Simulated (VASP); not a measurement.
Write the native input for VASP 6.6.1 that does the following.

| Property | Result |
| --- | --- |
| Task | density of states |
| Functional | LDA |
| Potentials or basis | VASP PAW LDA potentials, release 64 (Hf_pv, N) |
| Cutoff | 520 eV |
| k mesh | 10 × 10 × 10 |
| Occupations | fermi-dirac, width 0.03 eV |
| Spin | no spin polarisation |
| Dipole correction | no |
| k mesh for the DOS | 15 × 15 × 15 |
| Occupations for the DOS | tetrahedron |
| Further INCAR settings | ALGO = Normal; EDIFF = 1e-06 |

The system is HfN.

```
Hf N
1.0
     0.00000    2.25900    2.25900
     2.25900    0.00000    2.25900
     2.25900    2.25900    0.00000
Hf N
1 1
Direct
  0.00000 0.00000 0.00000
  0.50000 0.50000 0.50000
```

One way to write it, as run:

POSCAR

```
HfN
1.0
    0.0000000000      2.2590000000      2.2590000000
    2.2590000000      0.0000000000      2.2590000000
    2.2590000000      2.2590000000      0.0000000000
Hf N
1 1
Direct
    0.0000000000      0.0000000000      0.0000000000
    0.5000000000      0.5000000000      0.5000000000
```

INCAR.step1

```
  PREC = Accurate
  ENCUT = 520
  EDIFF = 1E-6
  ISMEAR = -1
  SIGMA = 0.03
  LREAL = F
  LASPH = T
  NELM = 80
  ALGO = Normal
  ISIF = 2
  LWAVE = F
  LCHARG = T
  LMAXMIX = 4
  NBANDS = 14
```

KPOINTS.step1

```
regular mesh
0
Gamma
  10 10 10
```

INCAR.step2

```
  PREC = Accurate
  ENCUT = 520
  EDIFF = 1E-6
  ISMEAR = -5
  SIGMA = 0.03
  LREAL = F
  LASPH = T
  NELM = 80
  ALGO = Normal
  ISIF = 2
  LWAVE = F
  LCHARG = F
  LMAXMIX = 4
  LORBIT = 11
  NEDOS = 1001
  ICHARG = 11
```

KPOINTS.step2

```
regular mesh
0
Gamma
  15 15 15
```

Potentials or basis: VASP PAW LDA potentials, release 64 (Hf_pv, N).

Run with:

```console
$ cat potpaw_LDA.64/Hf_pv/POTCAR potpaw_LDA.64/N/POTCAR > POTCAR
$ cp INCAR.step1 INCAR
$ cp KPOINTS.step1 KPOINTS
$ mpirun -np 1 vasp_std > vasp.out
$ cp INCAR.step2 INCAR
$ cp KPOINTS.step2 KPOINTS
$ mpirun -np 1 vasp_std > vasp.out
```

Results of the run:

```
Valence electrons inside the program's atomic spheres : Hf 8.66; N 3.70
```

Caveat: spin-orbit coupling is left out, which moves the levels of the heavy elements.

It took 20 s on 1 thread of Intel Xeon 6975P-C, on a shared host, peak memory 0.15 GiB.
